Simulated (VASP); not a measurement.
CsCl: electric field gradients with PBEsol

Crystal: CsCl.

```
CELL_PARAMETERS angstrom
4.12300 -0.02062 -0.02062
-0.02062 4.12300 -0.02062
-0.02062 -0.02062 4.12300
ATOMIC_POSITIONS crystal
Cs 0.00000 0.00000 0.00000
Cl 0.50000 0.50000 0.50000
```

This cell differs from its parent crystal: equal xy, yz and zx shear strains of -1 %.

| Item | Value |
| --- | --- |
| Program | VASP 6.6.1 |
| Task | electric field gradients |
| Functional | PBEsol |
| Potentials or basis | VASP PAW PBE potentials, release 64 (Cs_sv, Cl) |
| Cutoff | 400 eV |
| k mesh | 6 × 6 × 6 |
| Occupations | fermi-dirac, width 0.03 eV |
| Spin | no spin polarisation |
| Dipole correction | no |
| Further INCAR settings | ALGO = Normal; EDIFF = 1e-08; NBANDS = 15 |

| Item | Value |
| --- | --- |
| Pressure | -0.6 GPa |
| Band gap on the k mesh | 5.04 eV |
| Largest electric field gradient by atom | Cs -8.1; Cl -1.0 V/Å² |

Stress tensor (GPa, compression positive):
```
-0.62  0.07  0.07
 0.07 -0.62  0.07
 0.07  0.07 -0.62
```

Levels at points of the mesh, in eV from the valence-band top:
| k point | band 6 | band 7 | band 8 | band 9 | band 10 | band 11 |
| --- | --- | --- | --- | --- | --- | --- |
| (0.00, 0.00, 0.00) | -0.01 | -0.01 | 0.00 | 5.04 | 5.26 | 5.26 |
| (0.50, 0.00, 0.00) | -1.22 | -0.27 | -0.24 | 6.30 | 7.48 | 8.68 |
| (0.50, 0.50, 0.00) | -0.45 | -0.44 | -0.07 | 5.79 | 5.87 | 7.88 |
| (0.50, 0.50, 0.50) | -1.14 | -1.14 | -1.14 | 8.36 | 8.36 | 8.50 |

Electric field gradients, principal values (V/Å²):
| atom | least | middle | greatest (by size) |
| --- | --- | --- | --- |
| 1 Cs | 4.039 | 4.039 | -8.079 |
| 2 Cl | 0.501 | 0.501 | -1.001 |

It took 32 s on 1 thread of Intel Xeon 8259CL (shared host), peak memory 0.16 GiB.

Caveat: the cell differs from its parent crystal (equal xy, yz and zx shear strains of -1 %); without QUAD_EFG the Cq values of the log hold for a quadrupole moment of 1 mb, not for the nuclei; the PAW data sets were made with another functional, which shifts forces and pressure a little; spin-orbit coupling is left out, which moves the levels of the heavy elements. A k mesh can miss the band edges.
